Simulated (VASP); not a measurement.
Set up this calculation in VASP 6.6.1, as the native input.

| Quantity | Value |
| --- | --- |
| Task | single point |
| Functional | PBEsol |
| Dispersion | D3(BJ) |
| Potentials or basis | VASP PAW PBE potentials, release 64 (Al) |
| Cutoff | 520 eV |
| k mesh | 12 × 12 × 12 |
| Occupations | fermi-dirac, width 0.01 eV |
| Spin | collinear spin, ferromagnetic start |
| Starting moments | [0.21] μB |
| Dipole correction | no |
| Further INCAR settings | ALGO = Fast; EDIFF = 1e-06; NBANDS = 12 |

The structure of Al lies in POSCAR:

```
Al
1.0
   -1.5697130985      1.5697130985      1.5697130985
    1.5697130985     -1.5697130985      1.5697130985
    1.5697130985      1.5697130985     -1.5697130985
Al
1
Direct
    0.0000000000      0.0000000000      0.0000000000
```

One way to write it, as run:

INCAR

```
ALGO = Fast
EDIFF = 1E-6
ENCUT = 520
GGA = PS
ISIF = 2
ISMEAR = -1
ISPIN = 2
IVDW = 12
LASPH = True
LCHARG = False
LORBIT = 11
LREAL = False
LWAVE = False
MAGMOM = 0.21
NBANDS = 12
NELM = 150
PREC = Accurate
SIGMA = 0.01
```

KPOINTS

```
k-points
0
Gamma
  12 12 12
```

Potentials or basis: VASP PAW PBE potentials, release 64 (Al).

The run is started by

```bash
$ cat potpaw_PBE.64/Al/POTCAR > POTCAR
$ mpirun -np 1 vasp_std > vasp.out
```

Results of the run:

```
Pressure                                              : 2.4 GPa
Net moment                                            : 0.00 μB per cell
Valence electrons inside the program's atomic spheres : Al 0.80
Dispersion energy per atom                            : -0.339 eV
```

Caveat: three body term missing; the PAW data sets were made with another functional, which shifts forces and pressure a little; pairwise dispersion overbinds metals, which lowers pressure and volume.

It took 14 s on 1 thread of Intel Xeon 6975P-C, on a shared host, peak memory 0.14 GiB.
